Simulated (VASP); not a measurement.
A run of VASP 6.6.1 is set up as follows.

Contents of INCAR:

```
SYSTEM = TaN
ALGO     = Normal         ! electronic algorithm
EDIFF    = 1E-6           ! SCF threshold, eV
ENCUT    = 600            ! plane-wave cutoff, eV
GGA      = CA             ! functional
GGA_COMPAT= .False.      
ISIF     = 2              ! what is computed and relaxed
ISMEAR   = -1             ! smearing method
LASPH    = .True.         ! aspherical terms in the spheres
LCHARG   = .False.        ! write CHGCAR
LREAL    = .False.        ! projectors in reciprocal space
LWAVE    = .False.        ! write WAVECAR
NBANDS   = 15             ! bands
NELM     = 120            ! most SCF steps
PREC     = Accurate       ! precision mode
SIGMA    = 0.05           ! smearing width, eV
```

File KPOINTS:

```
k-points
0
Gamma
  7 7 7
  0 0 0
```

POSCAR

```
TaN
1.0
    3.0662819624      0.0000000000      0.0000000000
    1.5331409812      2.6554780746      0.0000000000
    1.5331409812      0.8851593582      2.5036087384
Ta N
1 1
Direct
    0.5000000000      0.5000000000      0.5000000000
    0.0000000000      0.0000000000      0.0000000000
```

Potentials or basis: VASP PAW LDA potentials, release 64 (Ta_pv, N).

Launch:

```console
$ cat potpaw_LDA.64/Ta_pv/POTCAR potpaw_LDA.64/N/POTCAR > POTCAR
$ mpirun -np 1 vasp_std > vasp.out
```

Problem. What does it give for the pressure?

Solution. 5.1 GPa.

Problem. Predict the band gap on the k mesh.

Solution. Zero (band 8 reaches 11.33 eV, above the bottom of band 9 at 7.62 eV).

Caveat: spin-orbit coupling is left out, which moves the levels of the heavy elements.
